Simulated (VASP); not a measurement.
A run of VASP 6.6.1:

The input INCAR:

```
SYSTEM = AlN
PREC = Accurate
ENCUT = 520
EDIFF = 1E-6
ISMEAR = 0
SIGMA = 0.05
LREAL = .FALSE.
LASPH = .TRUE.
NELM = 80
ALGO = Normal
ISIF = 2
LWAVE = .FALSE.
LCHARG = .FALSE.
GGA = PE
NBANDS = 26
```

File KPOINTS:

```
Automatic mesh
0
G
  8 6 4
  0 0 0
```

File POSCAR:

```
AlN
1.0
   -1.6567491617      2.8695737234      0.0000000000
    0.0000000000      0.0000000000      4.1874629526
    4.9702474850      2.8695737234      0.0000000000
Al N
4 4
Direct
    0.3720025908      0.7500000000      0.2507551152
    0.0000000000      0.7500000000      0.6666666667
    0.0000000000      0.2500000000      0.3333333333
    0.5000000000      0.2500000000      0.8333333333
    0.5000000000      0.2500000000      0.1666666667
    0.0000000000      0.2500000000      0.6666666667
    0.0000000000      0.7500000000      0.3333333333
    0.5000000000      0.7500000000      0.8333333333
```

Potentials or basis: VASP PAW PBE potentials, release 64 (Al, N).

Launch:

```bash
$ cat potpaw_PBE.64/Al/POTCAR potpaw_PBE.64/N/POTCAR > POTCAR
$ mpirun -np 1 vasp_std > vasp.out
```

Hardware: 1 thread of AMD EPYC 9R45 96-Core Processor (Zen 5) (shared host).

Estimate the wall time of this run.

It took 76 s on 1 thread of AMD EPYC 9R45 96-Core Processor (Zen 5) (shared host), peak memory 0.23 GiB. Counts: scf iterations 14, k points 72.
